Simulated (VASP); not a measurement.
Input of a VASP 6.6.1 run:

File INCAR:

```
ALGO = Normal ; EDIFF = 1E-6
ENCUT = 520 ; GGA = PE
ISIF = 2 ; ISMEAR = 0
ISPIN = 2 ; LASPH = True
LCHARG = True ; LELF = True
LMAXMIX = 4 ; LORBIT = 11
LREAL = False ; LVHAR = True
LWAVE = False ; MAGMOM = 0 0 1 0 0
NBANDS = 27 ; NELM = 150
PREC = Accurate ; SIGMA = 0.1
```

Contents of KPOINTS:

```
k-points
0
Gamma
  6 6 6
```

Contents of POSCAR:

```
Li2TiO2
1.0
   -1.7745598900      1.7745598900      4.1224262200
    1.7745598900     -1.7745598900      4.1224262200
    1.7745598900      1.7745598900     -4.1224262200
Li Ti O
2 1 2
Direct
    0.7500000000      0.2500000000      0.5000000000
    0.2500000000      0.7500000000      0.5000000000
    0.0000000000      0.0000000000      0.0000000000
    0.3899999900      0.3899999900      0.0000000000
    0.6100000100      0.6100000100      0.0000000000
```

Potentials or basis: VASP PAW PBE potentials, release 64 (Li_sv, Ti_sv, O).

Command:

```sh
$ cat potpaw_PBE.64/Li_sv/POTCAR potpaw_PBE.64/Ti_sv/POTCAR potpaw_PBE.64/O/POTCAR > POTCAR
$ mpirun -np 1 vasp_std > vasp.out
```

Estimate the band gap on the k mesh.

zero (filled and empty bands overlap).

Predict the largest force.

6.329 eV/Å.

Estimate the site moments.

Li +0.01; Ti +1.73; O -0.14 μB.

Forces in eV/Å, atoms in the order of the input:
```
Li   0.000  0.000  0.000
Li   0.000  0.000  0.000
Ti   0.000  0.000  0.000
O    0.000  0.000 -6.329
O    0.000  0.000  6.329
```

Caveat: forces of over 1 eV/Å act on the atoms, so gaps and moduli don't describe the material at rest.
